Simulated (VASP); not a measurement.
Here is a VASP 6.6.1 calculation.

File INCAR:

```
SYSTEM = BaTiO3
  PREC = Accurate
  ENCUT = 520
  EDIFF = 1E-6
  ISMEAR = 0
  SIGMA = 0.02
  LREAL = .False.
  LASPH = .True.
  NELM = 80
  ALGO = Normal
  ISIF = 2
  LWAVE = .False.
  LCHARG = .True.
  GGA = PE
  LELF = .True.
  LVHAR = .True.
  NBANDS = 28
```

Contents of KPOINTS:

```
regular mesh
0
Gamma
  8 8 8
  0 0 0
```

POSCAR

```
BaTiO3
1.0
    3.9501355446      0.0000000000      0.0000000000
    0.0000000000      2.8187803935      2.8265763969
    0.0000000000     -2.8187803935      2.8265763969
Ba Ti O
1 1 3
Direct
    0.0000000000      0.0052931155      0.0052931155
    0.5000000000      0.5171350154      0.5171350154
    0.0000000000      0.4923993189      0.4923993189
    0.5000000000      0.4940376738      0.9873548764
    0.5000000000      0.9873548764      0.4940376738
```

Potentials or basis: VASP PAW PBE potentials, release 64 (Ba_sv, Ti_sv, O).

Run with:

```bash
$ cat potpaw_PBE.64/Ba_sv/POTCAR potpaw_PBE.64/Ti_sv/POTCAR potpaw_PBE.64/O/POTCAR > POTCAR
$ mpirun -np 1 vasp_std > vasp.out
```

(1) What does it give for the largest force?

(2) What does it give for the pressure?

(3) Estimate the band gap on the k mesh.

Results:

(1) 0.055 eV/Å.

(2) 9.1 GPa.

(3) 2.06 eV (least direct gap 2.35 eV).

Caveat: the cell stands under pressure; spin-orbit coupling is left out, which moves the levels of the heavy elements.
